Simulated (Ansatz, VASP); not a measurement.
**Two plane-wave programs on NaH**

```
CELL_PARAMETERS angstrom
2.96461 0.00000 0.00000
0.00000 2.96461 0.00000
0.00000 0.00000 2.96461
ATOMIC_POSITIONS crystal
Na 0.00000 0.00000 0.00000
H 0.50000 0.50000 0.50000
```

Alike in both runs: task single point; functional PBE; k mesh 10 × 10 × 10; occupations gaussian, width 0.02 eV; no spin polarisation.

|  | VASP | Ansatz |
| --- | --- | --- |
| version | VASP 6.6.1 | Ansatz 0.2.0 |
| potentials or method | VASP PAW PBE potentials, release 64 (Na_pv, H), cutoff 520 eV | scalar-relativistic, plane waves, PAW |
| valence electrons in the cell | 8 | 10 |

```tsv
	VASP	Ansatz	Ansatz less VASP
gap on the k mesh at the Fermi level (eV)	1.03	1.03	+0.002
least direct gap on the mesh (eV)	4.41	4.41	+0.005
pressure (GPa)	-0.1	0.0	+0.05
```

With one functional, cell and mesh, what is left measures potentials, basis and numerics. VASP's potentials hold 8 valence electrons a cell and Ansatz's 10, so a difference there can come from the potentials and not from the codes.
